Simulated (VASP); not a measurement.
# Au (Pm-3m) in VASP: single point with PBEsol

Aim: the single point of Au with PBEsol.

Everything below comes from runs of VASP 6.6.1. Logs are shortened: lines on timing, memory, paths and dates and some standing lists are left out, and cuts for length are marked.

## (1) The cell of the first run

The structure is cubic, space group Pm-3m (No. 221). Conventional cell: a = 2.691 Å, b = 2.691 Å, c = 2.691 Å, α = 90.00°, β = 90.00°, γ = 90.00°. Au (site symmetry m-3m) has 6 Au at 2.69 Å within 3.5 Å.

## (2) Single point, PBEsol

Input file INCAR:

```
SYSTEM = Au
PREC = Accurate
ENCUT = 520
EDIFF = 1E-7
ISMEAR = -1
SIGMA = 0.13605693000000002
LREAL = .FALSE.
LASPH = .TRUE.
NELM = 100
ALGO = Normal
ISIF = 2
LWAVE = .FALSE.
LCHARG = .FALSE.
GGA = PS
NBANDS = 12
```

Input file KPOINTS:

```
regular mesh
0
G
  12 12 12
  0 0 0
```

Input file POSCAR:

```
Au
1.0
    2.6911000968      0.0000000000      0.0000000000
    0.0000000000      2.6911000968      0.0000000000
    0.0000000000      0.0000000000      2.6911000968
Au
1
Direct
    0.0000000000      0.0000000000      0.0000000000
```

Potentials or basis: VASP PAW PBE potentials, release 64 (Au).

Command:

```sh
> cat potpaw_PBE.64/Au/POTCAR > POTCAR
> mpirun -np 1 vasp_std > vasp.out
```

OUTCAR:

```text
SYSTEM = Au
   PREC = Accurate
   ENCUT = 520
   EDIFF = 1E-7
   ISMEAR = -1
   LREAL = .FALSE.
   LASPH = .TRUE.
   NELM = 100
   ISIF = 2
   GGA = PS

 ion  position               nearest neighbor table
   1  0.000  0.000  0.000-

  LATTYP: Found a simple cubic cell.
 ALAT       =     2.6911000968

  Lattice vectors:

 A1 = (   2.6911000968,   0.0000000000,   0.0000000000)
 A2 = (   0.0000000000,   2.6911000968,   0.0000000000)
 A3 = (   0.0000000000,   0.0000000000,   2.6911000968)

Analysis of symmetry for initial positions (statically):
=====================================================================
 Subroutine PRICEL returns:
 Original cell was already a primitive cell.

 Routine SETGRP: Setting up the symmetry group for a
 simple cubic supercell.

 Subroutine GETGRP returns: Found 48 space group operations
 (whereof 48 operations were pure point group operations)
 out of a pool of 48 trial point group operations.

The static configuration has the point symmetry O_h .

Analysis of symmetry for dynamics (positions and initial velocities):
=====================================================================
 Subroutine PRICEL returns:
 Original cell was already a primitive cell.

 Routine SETGRP: Setting up the symmetry group for a
 simple cubic supercell.

 Subroutine GETGRP returns: Found 48 space group operations
 (whereof 48 operations were pure point group operations)
 out of a pool of 48 trial point group operations.

The dynamic configuration has the point symmetry O_h .

 Subroutine INISYM returns: Found 48 space group operations
 (whereof 48 operations are pure point group operations),
 and found     1 'primitive' translations

----------------------------------------------------------------------------------------

                                     Primitive cell

  volume of cell :      19.4890

  direct lattice vectors                    reciprocal lattice vectors
     2.691100097  0.000000000  0.000000000     0.371595245  0.000000000  0.000000000
     0.000000000  2.691100097  0.000000000     0.000000000  0.371595245  0.000000000
     0.000000000  0.000000000  2.691100097     0.000000000  0.000000000  0.371595245

  length of vectors
     2.691100097  2.691100097  2.691100097     0.371595245  0.371595245  0.371595245

  position of ions in fractional coordinates (direct lattice)
     0.000000000  0.000000000  0.000000000

  ion indices of the primitive-cell ions
   primitive index   ion index
                 1           1

----------------------------------------------------------------------------------------

 KPOINTS: regular mesh

Automatic generation of k-mesh.
 Grid dimensions read from file:
 generate k-points for:   12   12   12

 Generating k-lattice:

  Cartesian coordinates                     Fractional coordinates (reciprocal lattice)
     0.030966270  0.000000000  0.000000000     0.083333333  0.000000000  0.000000000
     0.000000000  0.030966270  0.000000000     0.000000000  0.083333333  0.000000000
     0.000000000  0.000000000  0.030966270     0.000000000  0.000000000  0.083333333

  Length of vectors
     0.030966270  0.030966270  0.030966270

  Shift w.r.t. Gamma in fractional coordinates (k-lattice)
     0.000000000  0.000000000  0.000000000

 Subroutine IBZKPT returns following result:
 ===========================================

 Found     84 irreducible k-points:

 Following reciprocal coordinates:
            Coordinates               Weight
  0.000000  0.000000  0.000000      1.000000
  0.083333  0.000000  0.000000      6.000000
  0.166667  0.000000  0.000000      6.000000
  0.250000  0.000000  0.000000      6.000000
  0.333333  0.000000  0.000000      6.000000
  0.416667  0.000000  0.000000      6.000000
[... 16 lines left out ...]
  0.333333  0.333333  0.000000     12.000000
  0.416667  0.333333  0.000000     24.000000
 [... further k-points ...]
   k-points           NKPTS =     84   k-points in BZ     NKDIM =     84   number of bands    NBANDS=     12
   number of dos      NEDOS =    301   number of ions     NIONS =      1
   total plane-waves  NPLWV =   8000
   dimension x,y,z NGX =    20 NGY =   20 NGZ =   20
   dimension x,y,z NGXF=    40 NGYF=   40 NGZF=   40
   ions per type =               1
   NGX,Y,Z   is equivalent  to a cutoff of  12.36, 12.36, 12.36 a.u.
   NGXF,Y,Z  is equivalent  to a cutoff of  24.71, 24.71, 24.71 a.u.
 SYSTEM =  Au
   PREC   = accura    normal or accurate (medium, high low for compatibility)
   ISTART =      0    job   : 0-new  1-cont  2-samecut
   ICHARG =      2    charge: 1-file 2-atom 10-const
   ISPIN  =      1    spin polarized calculation?
   LNONCOLLINEAR =      F non collinear calculations
   LSORBIT =      F    spin-orbit coupling
   LASPH  =      T    aspherical Exc in radial PAW
   ENCUT  =  520.0 eV  38.22 Ry    6.18 a.u.   5.00  5.00  5.00*2*pi/ulx,y,z
   NELM   =    100;   NELMIN=  2; NELMDL= -5     # of ELM steps
   EDIFF  = 0.1E-06   stopping-criterion for ELM
   LREAL  =      F    real-space projection
   EDIFFG = 0.1E-05   stopping-criterion for IOM
   NSW    =      0    number of steps for IOM
   IBRION =     -1    ionic relax: 0-MD 1-quasi-New 2-CG
   NFREE  =      0    steps in history (QN), initial steepest desc. (CG)
   ISIF   =      2    stress and relaxation
   ISYM   =      2    0-nonsym 1-usesym 2-fastsym
   POTIM  = 0.5000    time-step for ionic-motion
   TEBEG  =    0.0;   TEEND  =   0.0 temperature during run
   PSTRESS=    0.0 pullay stress
   NELECT =      11.0000    total number of electrons
   NUPDOWN=      -1.0000    fix difference up-down
   EMIN   =  10.00;   EMAX   =-10.00  energy-range for DOS
   EFERMI =   0.00;   METHOD = LEGACY
   ISMEAR =    -1;   SIGMA  =   0.14  broadening in eV -4-tet -1-fermi 0-gaus
   EFERMI_NEDOS =   21; number of points for ismear=-14 and -15
   IALGO  =     38    algorithm
   IMIX   =      4    mixing-type and parameters
     AMIX     =   0.40;   BMIX     =  1.00
     AMIX_MAG =   1.60;   BMIX_MAG =  1.00
  volume/ion in A,a.u.               =      19.49       131.52
  Fermi-wavevector in a.u.,A,eV,Ry     =   1.352932  2.556670 24.904433  1.830424
  Thomas-Fermi vector in A             =   2.480229
   LORBIT       =      0    0 simple, 1 ext, 2 COOP (PROOUT), +10 PAW based schemes
   GGA     = PS    functional components
   LHFCALC =     F    Hartree Fock is set to
   AEXX    =    0.0000 exact exchange contribution
   IVDW    =     0    specifies the selected vdW correction
   LEPSILON=     F    determine dielectric tensor
   LRPA    =     F    only Hartree local field effects (RPA)
 non-spin polarized calculation
  energy-cutoff  :      520.00
  volume of cell :       19.49
 maximum number of plane-waves:       552
   NGX = 11   NGY = 11   NGZ = 11

 number of electron      11.0000001 magnetization

 Free energy of the ion-electron system (eV)
  ---------------------------------------------------
  ext. energy  EPLUGINS =         0.00000000
  ---------------------------------------------------
  free energy    TOTEN  =        -3.66134962 eV

  energy without entropy =       -3.63933837  energy(sigma->0) =       -3.65034399

 E-fermi :   6.9062     XC(G=0): -11.9786

 val. band max:        6.8706213364   @ k =   0.5000   0.5000   0.5000
 cond. band min:       6.9661993756   @ k =   0.4167   0.1667   0.1667
 fundamental gap:      0.0955780392
 Fermi energy:         6.9061902297

 k-point     1 :       0.0000    0.0000    0.0000
  band No.  band energies     occupation
      1      -1.4184      2.00000
      2       0.8657      2.00000
      3       0.8657      2.00000
      4       5.5207      1.99992
      5       5.5207      1.99992
      6       5.5207      1.99992
      7      21.0806      0.00000
      8      21.0806      0.00000
      9      21.0806      0.00000
     10      26.1357      0.00000
     11      28.6955      0.00000
     12      28.6955      0.00000

 k-point     2 :       0.0833    0.0000    0.0000
  band No.  band energies     occupation
      1      -1.2417      2.00000
      2       0.8939      2.00000
      3       1.0103      2.00000
      4       5.3955      1.99997
      5       5.3955      1.99997
      6       5.5308      1.99992
      7      19.7346      0.00000
      8      21.3764      0.00000
      9      21.3764      0.00000
     10      26.8371      0.00000
     11      28.0317      0.00000
     12      29.5723      0.00000

 k-point     3 :       0.1667    0.0000    0.0000
  band No.  band energies     occupation
      1      -0.7738      2.00000
      2       0.9716      2.00000
      3       1.4763      2.00000
      4       5.0693      2.00000
      5       5.0693      2.00000
      6       5.5583      1.99990
      7      17.3087      0.00000
      8      22.1992      0.00000
      9      22.1992      0.00000
     10      26.6864      0.00000
     11      27.2201      0.00000
     12      32.2382      0.00000
[... 286 lines left out ...]
 k-point    23 :       0.3333    0.3333    0.0000
  band No.  band energies     occupation
      1       1.2977      2.00000
      2       1.8166      2.00000
      3       4.2633      2.00000
      4       4.4277      2.00000
      5       4.5126      2.00000
      6       5.7244      1.99966
      7      13.8954      0.00000
      8      16.3935      0.00000
      9      22.6635      0.00000
     10      27.2555      0.00000
     11      28.6724      0.00000
     12      29.6711      0.00000

 k-point    24 :       0.4167    0.3333    0.0000
  band No.  band energies     occupation
      1       1.4117      2.00000
      2       1.5667      2.00000
      3       4.2182      2.00000
      4       4.5208      2.00000
      5       4.7053      2.00000
      6       7.4499      0.03610
      7      11.9985      0.00000
      8      16.9123      0.00000
      9      21.0321      0.00000
     10      26.8382      0.00000
     11      29.3993      0.00000
     12      29.7383      0.00000

 [... further k-points ...]
[... 5 lines left out ...]
  --------------------------------------------------------------------------------------
  -------------------------------------------------------------------------------------
  Total        0.0213541      0.0213541      0.0213541     -0.0000000     -0.0000000      0.0000000
  in kB        1.7555036      1.7555036      1.7555036     -0.0000000     -0.0000000      0.0000000
  external PRESSURE =       1.7555036 kB  Pullay stress =       0.0000000 kB

 VOLUME and BASIS-vectors are now :
 -----------------------------------------------------------------------------
  energy-cutoff  :      520.00
  volume of cell :       19.49
      direct lattice vectors                 reciprocal lattice vectors
     2.691100097  0.000000000  0.000000000     0.371595245  0.000000000  0.000000000
     0.000000000  2.691100097  0.000000000     0.000000000  0.371595245  0.000000000
     0.000000000  0.000000000  2.691100097     0.000000000  0.000000000  0.371595245

 POSITION                                       TOTAL-FORCE (eV/Angst)
 -----------------------------------------------------------------------------------
      0.00000      0.00000      0.00000         0.000000      0.000000      0.000000
 -----------------------------------------------------------------------------------
    total drift:                               -0.000000      0.000000     -0.000000

  FREE ENERGIE OF THE ION-ELECTRON SYSTEM (eV)
  ---------------------------------------------------
  free  energy   TOTEN  =        -3.6613496200 eV

  energy  without entropy=       -3.6393383684  energy(sigma->0) =       -3.65034399
```

It took 12 s on 1 thread of AMD EPYC 7R13, shared host; peak memory 0.11 GiB.

Results:

```
Free energy : -3.6613 eV
Pressure    : 0.2 GPa
```

Caveat: the PAW data sets were made with another functional, which shifts forces and pressure a little; spin-orbit coupling is left out, which moves the levels of the heavy elements.
